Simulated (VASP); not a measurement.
A run of VASP 6.6.1 is set up as follows.

The input INCAR:

```
  PREC = Accurate
  ENCUT = 500
  EDIFF = 1E-6
  ISMEAR = 0
  SIGMA = 0.01
  LREAL = F
  LASPH = T
  NELM = 120
  ALGO = Normal
  ISIF = 2
  LWAVE = F
  LCHARG = T
  GGA = PE
  LELF = T
  LVHAR = T
  NBANDS = 16
  GGA_COMPAT = F
```

The input KPOINTS:

```
Automatic mesh
0
Gamma
  4 4 4
```

Contents of POSCAR:

```
CdSe
1.0
    0.0000000000      3.0678017004      3.0678017004
    3.0678017004      0.0000000000      3.0678017004
    3.0678017004      3.0678017004      0.0000000000
Cd Se
1 1
Direct
    0.0000000000      0.0000000000      0.0000000000
    0.7500000000      0.7500000000      0.7500000000
```

Potentials or basis: VASP PAW PBE potentials, release 64 (Cd, Se).

Run with:

```console
$ cat potpaw_PBE.64/Cd/POTCAR potpaw_PBE.64/Se/POTCAR > POTCAR
$ mpirun -np 1 vasp_std > vasp.out
```

Q: Predict the band gap on the k mesh.

A: 0.54 eV, direct.

Q: Predict the pressure.

A: 1.9 GPa.

Caveat: the k points lie up to 0.44 Å⁻¹ apart. Expect the measured gap to be larger: semilocal functionals such as PBE lack the derivative discontinuity.
